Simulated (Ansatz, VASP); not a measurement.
# One calculation of TiB2, two programs

```
Ti B
1.0
     2.99493    0.00000    0.00000
    -1.49747    2.59369    0.00000
     0.00000    0.00000    3.15727
Ti B
1 2
Direct
  0.00000 0.00000 0.00000
  0.33333 0.66667 0.50000
  0.66667 0.33333 0.50000
```

Alike in both runs: functional LDA; k mesh 9 × 9 × 6; occupations gaussian, width 0.1 eV; no spin polarisation.

Ansatz relaxed the structure, and its values are those at the end. VASP's run is a single point on that final structure, the one shown.

```csv
,VASP,Ansatz
version,VASP 6.6.1,Ansatz 0.2.0
potentials or method,"VASP PAW LDA potentials, release 64 (Ti_sv, B), cutoff 520 eV","scalar-relativistic, plane waves, PAW"
valence electrons in the cell,18,18
```

```tsv
	VASP	Ansatz	Ansatz less VASP
gap on the k mesh at the Fermi level (eV)	none	none	-
pressure (GPa)	0.6	0.0	-0.62
```

Ansatz warns that its potentials were made for another functional, while VASP's fit it. LDA's correlation is that of Perdew and Zunger in VASP and of Perdew and Wang (1992) in Ansatz. A gap of «none» marks a metal or a gap that the smearing closes.
